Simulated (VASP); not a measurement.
Set up this calculation in VASP 6.6.1, as the native input.

| Property | Result |
| --- | --- |
| Task | single point |
| Functional | PBEsol |
| Potentials or basis | VASP PAW PBE potentials, release 64 (Al) |
| Cutoff | 520 eV |
| k mesh | 11 × 11 × 11 |
| Occupations | fermi-dirac, width 0.05 eV |
| Spin | no spin polarisation |
| Dipole correction | no |
| Further INCAR settings | ALGO = Fast; EDIFF = 1e-07; NBANDS = 8 |

The structure of Al lies in POSCAR:

```
Al
1.0
    0.0000000000      2.0382146954      2.0382146954
    2.0382146954      0.0000000000      2.0382146954
    2.0382146954      2.0382146954      0.0000000000
Al
1
Direct
    0.0000000000      0.0000000000      0.0000000000
```

This cell differs from its parent crystal: volume scaled by 1.02.

One way to write it, as run:

INCAR

```
SYSTEM = Al
ALGO = Fast
EDIFF = 1E-7
ENCUT = 520
GGA = PS
ISIF = 2
ISMEAR = -1
LASPH = .True.
LCHARG = .False.
LREAL = .False.
LWAVE = .False.
NBANDS = 8
NELM = 100
PREC = Accurate
SIGMA = 0.05
```

KPOINTS

```
k-points
0
Gamma
  11 11 11
  0 0 0
```

Potentials or basis: VASP PAW PBE potentials, release 64 (Al).

Launch:

```sh
$ cat potpaw_PBE.64/Al/POTCAR > POTCAR
$ mpirun -np 1 vasp_std > vasp.out
```

Results of the run:

The pressure is -3.3 GPa.

Caveat: the PAW data sets were made with another functional, which shifts forces and pressure a little.

Run time: 3.6 s on 1 thread of Intel(R) Xeon(R) Platinum 8481C CPU @ 2.70GHz (Sapphire Rapids), with other jobs on the host, peak memory 0.13 GiB.
